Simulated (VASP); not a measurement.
RbBr:

```
Rb Br
1.0
     0.00000    3.46083    3.46083
     3.46083    0.00000    3.46083
     3.46083    3.46083    0.00000
Rb Br
1 1
Direct
  0.00000 0.00000 0.00000
  0.50000 0.50000 0.50000
```

Base run:

| Item | Value |
| --- | --- |
| Program | VASP 6.6.1 |
| Functional | HSE06 |
| Potentials or basis | VASP PAW PBE potentials, release 64 (Rb_sv, Br) |
| Cutoff | 520 eV |
| k mesh | 4 × 4 × 4 |
| Occupations | gaussian, width 0.01 eV |
| Spin | no spin polarisation |

Its results: band gap on the k mesh 5.44 eV, direct; pressure 0.3 GPa.

Q: The run is repeated on the same cell with these changes: functional from HSE06 to r2SCAN; k mesh from 4 × 4 × 4 to 6 × 6 × 6. What comes out?

A: Band gap on the k mesh 4.89 eV, direct; pressure 0.0 GPa.

Several settings changed at once, so the effect can't be laid on one alone.

Caveats: the PAW data sets were made with another functional, which shifts forces and pressure a little.

